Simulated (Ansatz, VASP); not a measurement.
**Mo: VASP beside Ansatz**

INCAR

```
SYSTEM = Mo
ALGO     = Normal         ! electronic algorithm
EDIFF    = 1E-6           ! SCF threshold, eV
ENCUT    = 520            ! plane-wave cutoff, eV
GGA      = PE             ! functional
ISIF     = 2              ! what is computed and relaxed
ISMEAR   = -1             ! smearing method
LASPH    = .True.         ! aspherical terms in the spheres
LCHARG   = .True.         ! write CHGCAR
LELF     = .True.         ! ELF
LREAL    = .False.        ! projectors in reciprocal space
LVHAR    = .True.       
LWAVE    = .False.        ! write WAVECAR
NBANDS   = 13             ! bands
NELM     = 60             ! most SCF steps
PREC     = Accurate       ! precision mode
SIGMA    = 0.03           ! smearing width, eV
```

The input KPOINTS:

```
k-points
0
Gamma
  12 12 12
  0 0 0
```

POSCAR

```
Mo
1.0
    2.5521548793      0.0000000000      0.0000000000
    0.0000000000      2.5521548793      0.0000000000
    0.0000000000      0.0000000000      2.5521548793
Mo
1
Direct
    0.0000000000      0.0000000000      0.0000000000
```

Input for Ansatz:

```yaml
crystal:
  lattice:
    - [2.5521548793, 0.0, 0.0]
    - [0.0, 2.5521548793, 0.0]
    - [0.0, 0.0, 2.5521548793]
  atoms:
    - { symbol: Mo, position: [0.0, 0.0, 0.0] }
kpoints:
  mp_grid: { grid: [12, 12, 12] }
scf:
  occupations: { method: fermi_dirac, width: 0.03 }
hamiltonian:
  xc: pbe
  pseudopotentials: { kind: all_electron, lapw: { basis_error: 0.0005 } }
output:
  forces: true
  stress: true
  eigenvalues: true
```

Change from the starting cell: volume scaled by 0.9405.

Alike in both runs: task single point; functional PBE; k mesh 12 × 12 × 12; occupations fermi-dirac, width 0.03 eV; no spin polarisation.

```csv
,VASP,Ansatz
version,VASP 6.6.1,Ansatz 0.2.0
potentials or method,"VASP PAW PBE potentials, release 64 (Mo_sv), cutoff 520 eV","all-electron LAPW, scalar-relativistic"
```

```tsv
	VASP	Ansatz	Ansatz less VASP
pressure (GPa)	14.0	13.3	-0.62
```

Ansatz ran all-electron here, and VASP with PAW potentials.
